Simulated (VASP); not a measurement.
# NaCuH3 (Pm-3m) in VASP: single point with PBE

Aim: the single point of NaCuH3 with PBE.

All numbers are computed with VASP 6.6.1; they aren't measurements. Logs are shortened: lines on timing, memory, paths and dates and some standing lists are left out, and cuts for length are marked.

### 1 The cell of the first run

Symmetry: Pm-3m, No. 221, cubic system. Conventional cell: a = 3.504 Å, b = 3.504 Å, c = 3.504 Å, α = 90.00°, β = 90.00°, γ = 90.00°. Na (site symmetry m-3m) has 12 H at 2.48 Å and 8 Cu at 3.03 Å within 3.3 Å. Within 2.3 Å of Cu (site symmetry m-3m) lie 6 H at 1.75 Å. H (site symmetry 4/mmm) has 2 Cu at 1.75 Å within 2.3 Å.

### 2 Single point, PBE

The input, POSCAR:

```
NaCuH3
1.0
    3.5039547167      0.0000000000      0.0000000000
    0.0000000000      3.5039547167      0.0000000000
    0.0000000000      0.0000000000      3.5039547167
Na Cu H
1 1 3
Direct
    0.5000000000      0.5000000000      0.5000000000
    0.0000000000      0.0000000000      0.0000000000
    0.5000000000      0.0000000000      0.0000000000
    0.0000000000      0.5000000000      0.0000000000
    0.0000000000      0.0000000000      0.5000000000
```

The input, INCAR.step1:

```
PREC = Accurate
ENCUT = 520
EDIFF = 1E-7
ISMEAR = 0
SIGMA = 0.1
LREAL = False
LASPH = True
NELM = 80
ALGO = Normal
ISIF = 2
LWAVE = False
LCHARG = True
LMAXMIX = 4
GGA = PE
NBANDS = 18
```

The input, KPOINTS.step1:

```
Automatic mesh
0
Gamma
  10 10 10
```

The input, INCAR.step2:

```
PREC = Accurate
ENCUT = 520
EDIFF = 1E-7
ISMEAR = -5
SIGMA = 0.1
LREAL = False
LASPH = True
NELM = 80
ALGO = Normal
ISIF = 2
LWAVE = False
LCHARG = False
LMAXMIX = 4
GGA = PE
LORBIT = 10
NEDOS = 1001
ICHARG = 11
```

The input, KPOINTS.step2:

```
Automatic mesh
0
Gamma
  15 15 15
```

Potentials or basis: VASP PAW PBE potentials, release 64 (Na_pv, Cu, H).

On the command line:

```console
cat potpaw_PBE.64/Na_pv/POTCAR potpaw_PBE.64/Cu/POTCAR potpaw_PBE.64/H/POTCAR > POTCAR
cp INCAR.step1 INCAR
cp KPOINTS.step1 KPOINTS
mpirun -np 1 vasp_std > vasp.out
cp INCAR.step2 INCAR
cp KPOINTS.step2 KPOINTS
mpirun -np 1 vasp_std > vasp.out
```

OUTCAR:

```text
PREC = Accurate
   ENCUT = 520
   EDIFF = 1E-7
   ISMEAR = -5
   LREAL = False
   LASPH = True
   NELM = 80
   ISIF = 2
   GGA = PE
   LORBIT = 10
   ICHARG = 11

 ion  position               nearest neighbor table
   1  0.500  0.500  0.500-
   2  0.000  0.000  0.000-   3 1.75   4 1.75   5 1.75   5 1.75   4 1.75   3 1.75
   3  0.500  0.000  0.000-   2 1.75   2 1.75
   4  0.000  0.500  0.000-   2 1.75   2 1.75
   5  0.000  0.000  0.500-   2 1.75   2 1.75

  LATTYP: Found a simple cubic cell.
 ALAT       =     3.5039547167

  Lattice vectors:

 A1 = (   3.5039547167,   0.0000000000,   0.0000000000)
 A2 = (   0.0000000000,   3.5039547167,   0.0000000000)
 A3 = (   0.0000000000,   0.0000000000,   3.5039547167)

Analysis of symmetry for initial positions (statically):
=====================================================================
 Subroutine PRICEL returns:
 Original cell was already a primitive cell.

 Routine SETGRP: Setting up the symmetry group for a
 simple cubic supercell.

 Subroutine GETGRP returns: Found 48 space group operations
 (whereof 48 operations were pure point group operations)
 out of a pool of 48 trial point group operations.

The static configuration has the point symmetry O_h .

Analysis of symmetry for dynamics (positions and initial velocities):
=====================================================================
 Subroutine PRICEL returns:
 Original cell was already a primitive cell.

 Routine SETGRP: Setting up the symmetry group for a
 simple cubic supercell.

 Subroutine GETGRP returns: Found 48 space group operations
 (whereof 48 operations were pure point group operations)
 out of a pool of 48 trial point group operations.

The dynamic configuration has the point symmetry O_h .

 Subroutine INISYM returns: Found 48 space group operations
 (whereof 48 operations are pure point group operations),
 and found     1 'primitive' translations

----------------------------------------------------------------------------------------

                                     Primitive cell

  volume of cell :      43.0205

  direct lattice vectors                    reciprocal lattice vectors
     3.503954717  0.000000000  0.000000000     0.285391816  0.000000000  0.000000000
     0.000000000  3.503954717  0.000000000     0.000000000  0.285391816  0.000000000
     0.000000000  0.000000000  3.503954717     0.000000000  0.000000000  0.285391816

  length of vectors
     3.503954717  3.503954717  3.503954717     0.285391816  0.285391816  0.285391816

  position of ions in fractional coordinates (direct lattice)
     0.500000000  0.500000000  0.500000000
     0.000000000  0.000000000  0.000000000
     0.500000000  0.000000000  0.000000000
     0.000000000  0.500000000  0.000000000
     0.000000000  0.000000000  0.500000000

  ion indices of the primitive-cell ions
   primitive index   ion index
                 1           1
                 2           2
                 3           3
                 4           4
                 5           5

----------------------------------------------------------------------------------------

 KPOINTS: Automatic mesh

Automatic generation of k-mesh.
 Grid dimensions read from file:
 generate k-points for:   15   15   15

 Generating k-lattice:

  Cartesian coordinates                     Fractional coordinates (reciprocal lattice)
     0.019026121  0.000000000  0.000000000     0.066666667  0.000000000  0.000000000
     0.000000000  0.019026121  0.000000000     0.000000000  0.066666667  0.000000000
     0.000000000  0.000000000  0.019026121     0.000000000  0.000000000  0.066666667

  Length of vectors
     0.019026121  0.019026121  0.019026121

  Shift w.r.t. Gamma in fractional coordinates (k-lattice)
     0.000000000  0.000000000  0.000000000

 TETIRR: Found   1667 inequivalent tetrahedra from    20250

 Subroutine IBZKPT returns following result:
 ===========================================

 Found    120 irreducible k-points:

 Following reciprocal coordinates:
            Coordinates               Weight
  0.000000  0.000000  0.000000      1.000000
  0.066667  0.000000  0.000000      6.000000
  0.133333  0.000000  0.000000      6.000000
  0.200000  0.000000  0.000000      6.000000
  0.266667  0.000000  0.000000      6.000000
  0.333333  0.000000  0.000000      6.000000
[... 16 lines left out ...]
  0.266667  0.200000  0.000000     24.000000
  0.333333  0.200000  0.000000     24.000000
 [... further k-points ...]
   k-points           NKPTS =    120   k-points in BZ     NKDIM =    120   number of bands    NBANDS=     14
   number of dos      NEDOS =   1001   number of ions     NIONS =      5
   total plane-waves  NPLWV =  21952
   dimension x,y,z NGX =    28 NGY =   28 NGZ =   28
   dimension x,y,z NGXF=    56 NGYF=   56 NGZF=   56
   ions per type =               1   1   3
   NGX,Y,Z   is equivalent  to a cutoff of  13.28, 13.28, 13.28 a.u.
   NGXF,Y,Z  is equivalent  to a cutoff of  26.57, 26.57, 26.57 a.u.
 SYSTEM =  unknown system
   PREC   = accura    normal or accurate (medium, high low for compatibility)
   ISTART =      0    job   : 0-new  1-cont  2-samecut
   ICHARG =     11    charge: 1-file 2-atom 10-const
   ISPIN  =      1    spin polarized calculation?
   LNONCOLLINEAR =      F non collinear calculations
   LSORBIT =      F    spin-orbit coupling
   LASPH  =      T    aspherical Exc in radial PAW
   ENCUT  =  520.0 eV  38.22 Ry    6.18 a.u.   6.52  6.52  6.52*2*pi/ulx,y,z
   NELM   =     80;   NELMIN=  2; NELMDL=  0     # of ELM steps
   EDIFF  = 0.1E-06   stopping-criterion for ELM
   LREAL  =      F    real-space projection
   EDIFFG = 0.1E-05   stopping-criterion for IOM
   NSW    =      0    number of steps for IOM
   IBRION =     -1    ionic relax: 0-MD 1-quasi-New 2-CG
   NFREE  =      0    steps in history (QN), initial steepest desc. (CG)
   ISIF   =      2    stress and relaxation
   ISYM   =      2    0-nonsym 1-usesym 2-fastsym
   POTIM  = 0.5000    time-step for ionic-motion
   TEBEG  =    0.0;   TEEND  =   0.0 temperature during run
   PSTRESS=    0.0 pullay stress
   NELECT =      21.0000    total number of electrons
   NUPDOWN=      -1.0000    fix difference up-down
   EMIN   =  10.00;   EMAX   =-10.00  energy-range for DOS
   EFERMI =   0.00;   METHOD = LEGACY
   ISMEAR =    -5;   SIGMA  =   0.10  broadening in eV -4-tet -1-fermi 0-gaus
   EFERMI_NEDOS =   21; number of points for ismear=-14 and -15
   IALGO  =     38    algorithm
   IMIX   =      4    mixing-type and parameters
     AMIX     =   0.40;   BMIX     =  1.00
     AMIX_MAG =   1.60;   BMIX_MAG =  1.00
  volume/ion in A,a.u.               =       8.60        58.06
  Fermi-wavevector in a.u.,A,eV,Ry     =   1.289009  2.435875 22.606698  1.661545
  Thomas-Fermi vector in A             =   2.420928
   LORBIT       =     10    0 simple, 1 ext, 2 COOP (PROOUT), +10 PAW based schemes
   GGA     = PE    functional components
   LHFCALC =     F    Hartree Fock is set to
   AEXX    =    0.0000 exact exchange contribution
   IVDW    =     0    specifies the selected vdW correction
   LEPSILON=     F    determine dielectric tensor
   LRPA    =     F    only Hartree local field effects (RPA)
 non-spin polarized calculation
 Fermi weights with tetrahedron method with Bloechl corrections
  energy-cutoff  :      520.00
  volume of cell :       43.02
 maximum number of plane-waves:      1189
 NGX is ok and might be reduce to    28

 number of electron      21.0000001 magnetization

 Free energy of the ion-electron system (eV)
  ---------------------------------------------------
  ext. energy  EPLUGINS =         0.00000000
  ---------------------------------------------------
  free energy    TOTEN  =       -15.31308281 eV

  energy without entropy =      -15.31308281  energy(sigma->0) =      -15.31308281

 E-fermi :   2.9468     XC(G=0):  -9.8422

 val. band max:        2.9784780323   @ k =   0.4000   0.2000   0.2000
 cond. band min:       2.8982823643   @ k =   0.2667   0.2667   0.0000
 fundamental gap:     -0.0801956680
 Fermi energy:         2.9468138382

 k-point     1 :       0.0000    0.0000    0.0000
  band No.  band energies     occupation
      1     -20.7456      2.00000
      2     -20.7456      2.00000
      3     -20.7456      2.00000
      4      -6.2584      2.00000
      5      -2.4201      2.00000
      6      -2.4201      2.00000
      7      -0.2237      2.00000
      8      -0.2237      2.00000
      9      -0.2237      2.00000
     10       5.0503      0.00000
     11       5.0503      0.00000
     12       8.0436      0.00000
     13       8.0436      0.00000
     14       8.0436      0.00000

 k-point     2 :       0.0667    0.0000    0.0000
  band No.  band energies     occupation
      1     -20.7476      2.00000
      2     -20.7454      2.00000
      3     -20.7454      2.00000
      4      -6.2089      2.00000
      5      -2.4144      2.00000
      6      -2.4099      2.00000
      7      -0.2304      2.00000
      8      -0.2304      2.00000
      9      -0.2231      2.00000
     10       4.6511      0.00000
     11       5.0667      0.00000
     12       8.0927      0.00000
     13       8.0927      0.00000
     14       8.3043      0.00000

 k-point     3 :       0.1333    0.0000    0.0000
  band No.  band energies     occupation
      1     -20.7536      2.00000
      2     -20.7449      2.00000
      3     -20.7449      2.00000
      4      -6.0626      2.00000
      5      -2.3984      2.00000
      6      -2.3820      2.00000
      7      -0.2493      2.00000
      8      -0.2493      2.00000
      9      -0.2214      2.00000
     10       3.7780     -0.13969
     11       5.1142      0.00000
     12       8.2366      0.00000
     13       8.2366      0.00000
     14       8.7710      0.00000
[... 324 lines left out ...]
 k-point    23 :       0.2667    0.2000    0.0000
  band No.  band energies     occupation
      1     -20.7701      2.00000
      2     -20.7589      2.00000
      3     -20.7419      2.00000
      4      -5.0927      2.00000
      5      -2.2794      2.00000
      6      -2.1804      2.00000
      7      -0.3948      2.00000
      8      -0.3031      2.00000
      9      -0.2691      2.00000
     10       1.8343      2.00000
     11       3.4923     -0.06735
     12       8.1960      0.00000
     13       9.2279      0.00000
     14      11.1776      0.00000

 k-point    24 :       0.3333    0.2000    0.0000
  band No.  band energies     occupation
      1     -20.7791      2.00000
      2     -20.7578      2.00000
      3     -20.7411      2.00000
      4      -4.7440      2.00000
      5      -2.2446      2.00000
      6      -2.1245      2.00000
      7      -0.4341      2.00000
      8      -0.3323      2.00000
      9      -0.2665      2.00000
     10       1.0524      2.00000
     11       3.5506     -0.10956
     12       8.3428      0.00000
     13       9.5842      0.00000
     14      10.5294      0.00000

 [... further k-points ...]

------------------------ aborting loop because EDIFF is reached ----------------------------------------

  FORCE on cell =-STRESS in cart. coord.  units (eV):
  Direction    XX          YY          ZZ          XY          YZ          ZX
  --------------------------------------------------------------------------------------
  -------------------------------------------------------------------------------------
  Total       -0.0797506     -0.0797506     -0.0797506      0.0000000      0.0000000      0.0000000
  in kB       -2.9700866     -2.9700866     -2.9700866      0.0000000      0.0000000      0.0000000
  external PRESSURE =      -2.9700866 kB  Pullay stress =       0.0000000 kB

 VOLUME and BASIS-vectors are now :
 -----------------------------------------------------------------------------
  energy-cutoff  :      520.00
  volume of cell :       43.02
      direct lattice vectors                 reciprocal lattice vectors
     3.503954717  0.000000000  0.000000000     0.285391816  0.000000000  0.000000000
     0.000000000  3.503954717  0.000000000     0.000000000  0.285391816  0.000000000
     0.000000000  0.000000000  3.503954717     0.000000000  0.000000000  0.285391816

 POSITION                                       TOTAL-FORCE (eV/Angst)
 -----------------------------------------------------------------------------------
      1.75198      1.75198      1.75198         0.000000      0.000000      0.000000
      0.00000      0.00000      0.00000         0.000000      0.000000      0.000000
      1.75198      0.00000      0.00000         0.000000      0.000000      0.000000
      0.00000      1.75198      0.00000         0.000000      0.000000      0.000000
      0.00000      0.00000      1.75198         0.000000      0.000000      0.000000
 -----------------------------------------------------------------------------------
    total drift:                               -0.000000      0.000000      0.000000

  FREE ENERGIE OF THE ION-ELECTRON SYSTEM (eV)
  ---------------------------------------------------
  free  energy   TOTEN  =       -15.3130828147 eV

  energy  without entropy=      -15.3130828147  energy(sigma->0) =      -15.31308281

 total charge

# of ion       s       p       d       tot
------------------------------------------
    1        0.052   5.992   0.000   6.044
    2        0.437   0.472   9.121  10.030
    3        0.519   0.013   0.000   0.532
    4        0.519   0.013   0.000   0.532
    5        0.519   0.013   0.000   0.532
--------------------------------------------------
tot          2.045   6.503   9.121  17.669
```

Wall time 33 s (1 thread of Intel Xeon 6975P-C (Granite Rapids), shared host); peak memory 0.2 GiB.

What came out:

```
Valence electrons inside the program's atomic spheres : Na 6.04; Cu 10.03; H 0.53
```

Caveat: tetrahedron occupations give inexact forces and stress in metals.
